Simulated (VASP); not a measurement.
# Hf: single point with PBEsol

Crystal: Hf.

```xyz
1
Lattice="-1.9133 1.8050 1.8050 1.9133 -1.8050 1.8050 1.9133 1.8050 -1.8050" Properties=species:S:1:pos:R:3 pbc="T T T"
Hf    0.0000    0.0000    0.0000
```

This cell differs from its parent crystal: strain +0.0600 x Voigt [1, 0, 0, 0, 0, 0].

| Property | Result |
| --- | --- |
| Program | VASP 6.6.1 |
| Task | single point |
| Functional | PBEsol |
| Potentials or basis | VASP PAW PBE potentials, release 64 (Hf_pv) |
| Cutoff | 520 eV |
| k mesh | 18 × 18 × 18 |
| Occupations | gaussian, width 0.15 eV |
| Spin | no spin polarisation |
| Dipole correction | no |
| Further INCAR settings | ALGO = Fast; EDIFF = 1e-06; NBANDS = 11 |

```
Pressure               : -13.1 GPa
Band gap on the k mesh : zero (bands 5 and 6 overlap by 2.01 eV)
```

Stress tensor (GPa, compression positive):
```
-11.32   0.00   0.00
  0.00 -13.98   0.00
  0.00   0.00 -13.98
```

Levels at points of the mesh, in eV from the Fermi level:
| k point | band 2 | band 3 | band 4 | band 5 | band 6 | band 7 | band 8 | band 9 |
| --- | --- | --- | --- | --- | --- | --- | --- | --- |
| (0.00, 0.00, 0.00) | -30.24 | -30.24 | -6.71 | 1.23 | 1.23 | 1.77 | 3.48 | 4.21 |
| (0.50, 0.00, 0.00) | -30.44 | -30.26 | -3.02 | -0.74 | 0.93 | 4.13 | 4.80 | 6.73 |
| (0.00, 0.50, 0.00) | -30.41 | -30.23 | -3.13 | -0.16 | 0.63 | 3.28 | 4.57 | 6.58 |
| (0.50, 0.50, 0.50) | -30.62 | -30.62 | -2.24 | -2.09 | 5.56 | 5.85 | 6.02 | 6.02 |

It took 88 s on 1 thread of AMD EPYC 9R45 96-Core Processor (Zen 5), on a shared host, peak memory 0.21 GiB.

Caveat: the cell differs from its parent crystal (strain +0.0600 x Voigt [1, 0, 0, 0, 0, 0]); the cell stands under tension; the PAW data sets were made with another functional, which shifts forces and pressure a little; spin-orbit coupling is left out, which moves the levels of the heavy elements.
